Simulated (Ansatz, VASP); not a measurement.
## HfO2: VASP beside Ansatz

The input INCAR:

```
PREC = Accurate ; ENCUT = 520
EDIFF = 1E-7 ; ISMEAR = 0
SIGMA = 0.01 ; LREAL = F
LASPH = T ; NELM = 80
ALGO = Normal ; ISIF = 2
LWAVE = F ; LCHARG = F
GGA = PE ; NBANDS = 31
```

Contents of KPOINTS:

```
regular mesh
0
Gamma
  6 6 4
```

Contents of POSCAR:

```
HfO2
1.0
    3.6728726048      0.0000000000      0.0000000000
    0.0000000000      3.6728726048      0.0000000000
    0.0000000000      0.0000000000      5.3388094870
Hf O
2 4
Direct
    0.5000000000      0.5000000000      0.5000000000
    0.0000000000      0.0000000000      0.0000000000
    0.0000000000      0.5000000000      0.6972078800
    0.5000000000      0.0000000000      0.8027921200
    0.5000000000      0.0000000000      0.3027921200
    0.0000000000      0.5000000000      0.1972078800
```

Input for Ansatz:

```yaml
crystal:
  lattice:
    - [3.6728726047683864, 0.0, 0.0]
    - [0.0, 3.6728726047683864, 0.0]
    - [0.0, 0.0, 5.3388094869831075]
  atoms:
    - { symbol: Hf, position: [0.5, 0.5, 0.5] }
    - { symbol: Hf, position: [0.0, 0.0, 0.0] }
    - { symbol: O, position: [0.0, 0.5, 0.69720788] }
    - { symbol: O, position: [0.5, 0.0, 0.80279212] }
    - { symbol: O, position: [0.5, 0.0, 0.30279212] }
    - { symbol: O, position: [0.0, 0.5, 0.19720788] }
basis:
  ecutwfc: 462.593566181796
kpoints:
  mp_grid:
    grid: [6, 6, 4]
hamiltonian:
  xc: pbe
  pseudopotentials:
    kind: paw
scf:
  occupations:
    method: fixed
output:
  stress: true
```

Alike in both runs: task single point; functional PBE; k mesh 6 × 6 × 4; no spin polarisation.

|  | VASP | Ansatz |
| --- | --- | --- |
| version | VASP 6.6.1 | Ansatz 0.2.0 |
| potentials or method | VASP PAW PBE potentials, release 64 (Hf_pv, O), cutoff 520 eV | plane waves, PAW |
| occupations | gaussian, width 0.01 eV | fixed |
| valence electrons in the cell | 44 | 76 |

```tsv
	VASP	Ansatz	Ansatz less VASP
pressure (GPa)	-14.8	-11.9	+2.81
traceless stress, the component that is largest in VASP (GPa)	1.38	1.26	-0.126
```

VASP's potentials hold 44 valence electrons a cell and Ansatz's 76, so a difference there can come from the potentials and not from the codes.

Neither program's run includes spin-orbit coupling.
